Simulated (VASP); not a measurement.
# ZrH5 (P6/mmm) in VASP: notebook, part 2 of 2

VASP 6.6.1. Earlier steps stand in the parts before.

### 4 Single point, PBE

This run uses another cell than the first one, of 8.60 Å³/atom.

Input file INCAR:

```
SYSTEM = ZrH5
PREC = Accurate
ENCUT = 500
EDIFF = 1E-6
ISMEAR = 0
SIGMA = 0.2
LREAL = .False.
LASPH = .True.
NELM = 120
ALGO = Normal
ISIF = 2
LWAVE = .False.
LCHARG = .True.
GGA = PE
LELF = .True.
LVHAR = .True.
NBANDS = 18
GGA_COMPAT = .False.
```

Input file KPOINTS:

```
Automatic mesh
0
Gamma
  5 5 3
  0 0 0
```

Input file POSCAR:

```
ZrH5
1.0
    3.2602954619      0.0000000000      0.0000000000
   -1.6301477310      2.8234986939      0.0000000000
    0.0000000000      0.0000000000      5.6078464130
Zr H
1 5
Direct
    0.0000000000      0.0000000000      0.5000000000
    0.0000000000      0.0000000000      0.8382306084
    0.0000000000      0.0000000000      0.1617693916
    0.3333333333      0.6666666667      0.0000000000
    0.6666666667      0.3333333333      0.0000000000
    0.0000000000      0.0000000000      0.0000000000
```

Potentials or basis: VASP PAW PBE potentials, release 64 (Zr_sv, H).

Launch:

```
> cat potpaw_PBE.64/Zr_sv/POTCAR potpaw_PBE.64/H/POTCAR > POTCAR
> mpirun -np 1 vasp_std > vasp.out
```

OUTCAR:

```text
SYSTEM = ZrH5
   PREC = Accurate
   ENCUT = 500
   EDIFF = 1E-6
   ISMEAR = 0
   LREAL = .False.
   LASPH = .True.
   NELM = 120
   ISIF = 2
   GGA = PE

 ion  position               nearest neighbor table
   1  0.000  0.000  0.500-   2 1.90   3 1.90
   2  0.000  0.000  0.838-   1 1.90
   3  0.000  0.000  0.162-   1 1.90
   4  0.333  0.667  0.000-
   5  0.667  0.333  0.000-
   6  0.000  0.000  0.000-

  LATTYP: Found a hexagonal cell.
 ALAT       =     3.2602954619
 C/A-ratio  =     1.7200423945

  Lattice vectors:

 A1 = (   3.2602954619,   0.0000000000,   0.0000000000)
 A2 = (  -1.6301477310,   2.8234986939,   0.0000000000)
 A3 = (   0.0000000000,   0.0000000000,   5.6078464130)

Analysis of symmetry for initial positions (statically):
=====================================================================
 Subroutine PRICEL returns:
 Original cell was already a primitive cell.

 Routine SETGRP: Setting up the symmetry group for a
[... 162 lines left out ...]
 E-fermi :   3.3822     XC(G=0):  -9.5774

 val. band max:        3.1489758904   @ k =   0.2000   0.2000   0.0000
 cond. band min:       3.4058961219   @ k =   0.4000   0.0000   0.0000
 fundamental gap:      0.2569202315
 Fermi energy:         3.3822423702

 k-point     1 :       0.0000    0.0000    0.0000
  band No.  band energies     occupation
      1     -45.8506      2.00000
      2     -23.9593      2.00000
      3     -23.5004      2.00000
      4     -23.5004      2.00000
      5      -7.2265      2.00000
      6       0.0772      2.00000
[... 187 lines left out ...]
      5      -4.5779      2.00000
      6       0.0612      2.00000
[... 10 lines left out ...]
     17      14.0847      0.00000
     18      15.4143      0.00000

------------------------ aborting loop because EDIFF is reached ----------------------------------------

  FORCE on cell =-STRESS in cart. coord.  units (eV):
  Direction    XX          YY          ZZ          XY          YZ          ZX
  --------------------------------------------------------------------------------------
  -------------------------------------------------------------------------------------
  Total       -0.2214496     -0.2214496      0.0249198      0.0000000     -0.0000000     -0.0000000
  in kB       -6.8729759     -6.8729759      0.7734172      0.0000000     -0.0000000     -0.0000000
  external PRESSURE =      -4.3241782 kB  Pullay stress =       0.0000000 kB

 VOLUME and BASIS-vectors are now :
 -----------------------------------------------------------------------------
  energy-cutoff  :      500.00
  volume of cell :       51.62
      direct lattice vectors                 reciprocal lattice vectors
     3.260295462  0.000000000  0.000000000     0.306720667  0.177085260  0.000000000
    -1.630147731  2.823498694  0.000000000     0.000000000  0.354170520  0.000000000
     0.000000000  0.000000000  5.607846413     0.000000000  0.000000000  0.178321574

 POSITION                                       TOTAL-FORCE (eV/Angst)
 -----------------------------------------------------------------------------------
      0.00000      0.00000      2.80392        -0.000000     -0.000000      0.000000
      0.00000      0.00000      4.70067         0.000000      0.000000     -0.056255
      0.00000      0.00000      0.90718         0.000000     -0.000000      0.056255
     -0.00000      1.88233      0.00000        -0.000000      0.000000      0.000000
      1.63015      0.94117      0.00000         0.000000     -0.000000      0.000000
      0.00000      0.00000      0.00000        -0.000000     -0.000000      0.000000
 -----------------------------------------------------------------------------------
    total drift:                               -0.000000      0.000000     -0.000000

  FREE ENERGIE OF THE ION-ELECTRON SYSTEM (eV)
  ---------------------------------------------------
  free  energy   TOTEN  =       -19.6489413128 eV

  energy  without entropy=      -19.6280734592  energy(sigma->0) =      -19.63850739
```

OSZICAR:

```text
N       E                     dE             d eps       ncg     rms          rms(c)
DAV:   1     0.865954345325E+02    0.86595E+02   -0.74214E+03   360   0.800E+02
DAV:   2    -0.149258513155E+02   -0.10152E+03   -0.96560E+02   438   0.222E+02
DAV:   3    -0.216765433760E+02   -0.67507E+01   -0.66096E+01   632   0.415E+01
DAV:   4    -0.217581093388E+02   -0.81566E-01   -0.81445E-01   442   0.460E+00
DAV:   5    -0.217597873635E+02   -0.16780E-02   -0.16738E-02   484   0.466E-01    0.101E+01
DAV:   6    -0.200517717851E+02    0.17080E+01   -0.20426E+00   450   0.106E+01    0.481E+00
DAV:   7    -0.196982915356E+02    0.35348E+00   -0.66445E-01   418   0.368E+00    0.277E+00
DAV:   8    -0.196479927829E+02    0.50299E-01   -0.20237E-01   420   0.292E+00    0.651E-01
DAV:   9    -0.196490957654E+02   -0.11030E-02   -0.25325E-02   410   0.112E+00    0.382E-01
DAV:  10    -0.196489399433E+02    0.15582E-03   -0.21063E-03   414   0.393E-01    0.425E-02
DAV:  11    -0.196489345064E+02    0.54369E-05   -0.33551E-04   442   0.102E-01    0.275E-02
DAV:  12    -0.196489409852E+02   -0.64788E-05   -0.21938E-05   406   0.315E-02    0.787E-03
DAV:  13    -0.196489413128E+02   -0.32759E-06   -0.75274E-07   276   0.580E-03
   1 F= -.19648941E+02 E0= -.19638507E+02  d E =-.208679E-01
```

Wall time 21 s (1 thread of AMD EPYC, shared host); peak memory 0.13 GiB.

Results:

- Free energy: -19.6489 eV
- Pressure: -0.4 GPa
- Largest force: 0.056 eV/Å
- Band gap on the k mesh: zero (an odd number of electrons rules out a gap without spin polarisation)

Forces on the atoms (eV/Å):
```
Zr   0.000  0.000  0.000
H    0.000  0.000 -0.056
H    0.000  0.000  0.056
H    0.000  0.000  0.000
H    0.000  0.000  0.000
H    0.000  0.000  0.000
```

Caveat: the k points lie up to 0.45 Å⁻¹ apart, too coarse for converged energies and pressures of a metal.

### 5 Single point, PBE

This run uses another cell than the first one, of 5.77 Å³/atom.

Input file INCAR:

```
  PREC = Accurate
  ENCUT = 500
  EDIFF = 1E-6
  ISMEAR = 0
  SIGMA = 0.2
  LREAL = F
  LASPH = T
  NELM = 120
  ALGO = Normal
  ISIF = 2
  LWAVE = F
  LCHARG = F
  GGA = PE
  NBANDS = 18
  GGA_COMPAT = F
```

Input file KPOINTS:

```
regular mesh
0
Gamma
  5 5 4
```

Input file POSCAR:

```
ZrH5
1.0
    3.5852958353      0.0000000026      0.0000000000
   -1.7926479199      3.1049572721      0.0000000000
    0.0000000000      0.0000000000      3.1100756188
Zr H
1 5
Direct
    0.0000000000      0.0000000000      0.5000000000
    0.3333333333      0.6666666667      0.5000000000
    0.6666666667      0.3333333333      0.5000000000
    0.5000000000      0.0000000000      0.0000000000
    0.0000000000      0.5000000000      0.0000000000
    0.5000000000      0.5000000000      0.0000000000
```

Potentials or basis: VASP PAW PBE potentials, release 64 (Zr_sv, H).

Launch:

```
> cat potpaw_PBE.64/Zr_sv/POTCAR potpaw_PBE.64/H/POTCAR > POTCAR
> mpirun -np 1 vasp_std > vasp.out
```

OUTCAR:

```text
PREC = Accurate
   ENCUT = 500
   EDIFF = 1E-6
   ISMEAR = 0
   LREAL = F
   LASPH = T
   NELM = 120
   ISIF = 2
   GGA = PE

 ion  position               nearest neighbor table
   1  0.000  0.000  0.500-   2 2.07   3 2.07   2 2.07   3 2.07   3 2.07   2 2.07   5 2.37   5 2.37
                             5 2.37   5 2.37   6 2.37   6 2.37   6 2.37   6 2.37   4 2.37   4 2.37
   2  0.333  0.667  0.500-   1 2.07   1 2.07   1 2.07
   3  0.667  0.333  0.500-   1 2.07   1 2.07   1 2.07
   4  0.500  0.000  0.000-   1 2.37   1 2.37   1 2.37   1 2.37
   5  0.000  0.500  0.000-   1 2.37   1 2.37   1 2.37   1 2.37
   6  0.500  0.500  0.000-   1 2.37   1 2.37   1 2.37   1 2.37

  LATTYP: Found a hexagonal cell.
 ALAT       =     3.5852958353
 C/A-ratio  =     0.8674529974

  Lattice vectors:

 A1 = (   3.5852958353,   0.0000000026,   0.0000000000)
 A2 = (  -1.7926479199,   3.1049572721,   0.0000000000)
 A3 = (   0.0000000000,   0.0000000000,   3.1100756188)

Analysis of symmetry for initial positions (statically):
=====================================================================
 Subroutine PRICEL returns:
[... 175 lines left out ...]
 Fermi energy:         6.7492412298

 k-point     1 :       0.0000    0.0000    0.0000
  band No.  band energies     occupation
      1     -41.8871      2.00000
      2     -19.8260      2.00000
      3     -19.8260      2.00000
      4     -19.5416      2.00000
      5      -4.4863      2.00000
      6       3.3701      2.00000
[... 292 lines left out ...]
      5       0.1859      2.00000
      6       2.0009      2.00000
[... 10 lines left out ...]
     17      21.0842      0.00000
     18      23.5430      0.00000

------------------------ aborting loop because EDIFF is reached ----------------------------------------

  FORCE on cell =-STRESS in cart. coord.  units (eV):
  Direction    XX          YY          ZZ          XY          YZ          ZX
  --------------------------------------------------------------------------------------
  -------------------------------------------------------------------------------------
  Total       -0.0870177     -0.0870177     -0.0387048     -0.0000000     -0.0000000      0.0000000
  in kB       -4.0268614     -4.0268614     -1.7911185     -0.0000000     -0.0000000      0.0000000
  external PRESSURE =      -3.2816138 kB  Pullay stress =       0.0000000 kB

 VOLUME and BASIS-vectors are now :
 -----------------------------------------------------------------------------
  energy-cutoff  :      500.00
  volume of cell :       34.62
      direct lattice vectors                 reciprocal lattice vectors
     3.585295835  0.000000003  0.000000000     0.278917011  0.161032812  0.000000000
    -1.792647920  3.104957272  0.000000000    -0.000000000  0.322065623  0.000000000
     0.000000000  0.000000000  3.110075619     0.000000000  0.000000000  0.321535590

 POSITION                                       TOTAL-FORCE (eV/Angst)
 -----------------------------------------------------------------------------------
      0.00000      0.00000      1.55504         0.000000      0.000000      0.000000
     -0.00000      2.06997      1.55504        -0.000000      0.000000     -0.000000
      1.79265      1.03499      1.55504        -0.000000     -0.000000      0.000000
      1.79265      0.00000      0.00000         0.000000      0.000000      0.000000
     -0.89632      1.55248      0.00000         0.000000      0.000000      0.000000
      0.89632      1.55248      0.00000         0.000000      0.000000      0.000000
 -----------------------------------------------------------------------------------
    total drift:                               -0.000000     -0.000000      0.000000

  FREE ENERGIE OF THE ION-ELECTRON SYSTEM (eV)
  ---------------------------------------------------
  free  energy   TOTEN  =       -24.1005709350 eV

  energy  without entropy=      -24.0880523724  energy(sigma->0) =      -24.09431165
```

OSZICAR:

```text
N       E                     dE             d eps       ncg     rms          rms(c)
DAV:   1     0.919515614585E+02    0.91952E+02   -0.80369E+03   540   0.860E+02
DAV:   2    -0.207707904274E+02   -0.11272E+03   -0.10793E+03   704   0.248E+02
DAV:   3    -0.259096713379E+02   -0.51389E+01   -0.50868E+01   764   0.430E+01
DAV:   4    -0.261230304737E+02   -0.21336E+00   -0.21319E+00   712   0.566E+00
DAV:   5    -0.261245946908E+02   -0.15642E-02   -0.15642E-02   654   0.538E-01    0.183E+01
DAV:   6    -0.241748576030E+02    0.19497E+01   -0.24679E+00   594   0.113E+01    0.658E+00
DAV:   7    -0.241018453091E+02    0.73012E-01   -0.34178E-01   670   0.371E+00    0.202E+00
DAV:   8    -0.241036214588E+02   -0.17761E-02   -0.59148E-02   640   0.171E+00    0.566E-01
DAV:   9    -0.241005742323E+02    0.30472E-02   -0.68576E-03   626   0.602E-01    0.105E-01
DAV:  10    -0.241005864847E+02   -0.12252E-04   -0.38329E-04   626   0.162E-01    0.241E-02
DAV:  11    -0.241005761558E+02    0.10329E-04   -0.19750E-05   646   0.320E-02    0.151E-02
DAV:  12    -0.241005711365E+02    0.50193E-05   -0.10972E-05   600   0.245E-02    0.268E-03
DAV:  13    -0.241005709350E+02    0.20156E-06   -0.66317E-07   312   0.591E-03
   1 F= -.24100571E+02 E0= -.24094312E+02  d E =-.125186E-01
```

Wall time 22 s (1 thread of AMD EPYC, shared host); peak memory 0.12 GiB.

What came out:

```
Free energy            : -24.1006 eV
Pressure               : -0.3 GPa
Band gap on the k mesh : zero (an odd number of electrons rules out a gap without spin polarisation)
```

Levels at points of the mesh, in eV from the Fermi level:
```tsv
k point	band 5	band 6	band 7	band 8	band 9	band 10	band 11	band 12	band 13	band 14
(0.00, 0.00, 0.00)	-11.24	-3.38	-1.87	-1.87	-0.61	4.07	4.07	5.93	6.87	6.87
(0.00, 0.00, 0.50)	-7.67	-7.38	0.36	0.67	0.67	1.07	1.07	2.07	2.07	6.90
```

Caveat: the k points lie up to 0.51 Å⁻¹ apart, too coarse for converged energies and pressures of a metal.

### 6 Overview

| cell | k mesh | gap on the mesh (eV) | pressure (GPa) |
| --- | --- | --- | --- |
| a = 3.576, b = 3.576, c = 3.136 Å, angles 90.0, 90.0, 120.0°, 6 atoms, atomic positions A | 4 × 4 × 5 | none | -0.5 |
| a = 3.585, b = 3.585, c = 3.128 Å, angles 90.0, 90.0, 120.0°, 6 atoms, atomic positions A | 5 × 5 × 5 | none | -0.5 |
| a = 3.260, b = 3.260, c = 5.608 Å, angles 90.0, 90.0, 120.0°, 6 atoms, atomic positions B | 5 × 5 × 3 | none | -0.4 |
| a = 3.585, b = 3.585, c = 3.110 Å, angles 90.0, 90.0, 120.0°, 6 atoms, atomic positions A | 5 × 5 × 4 | none | -0.3 |

Alike in all rows: task single point; level PBE; potentials or basis VASP PAW PBE potentials, release 64 (Zr_sv, H); no spin polarisation; cutoff (eV) 500; smearing gaussian 0.2 eV.

Caveats: all runs use coarse meshes.

Total energies depend on the potentials used, so only differences within one code and one set of settings carry meaning.
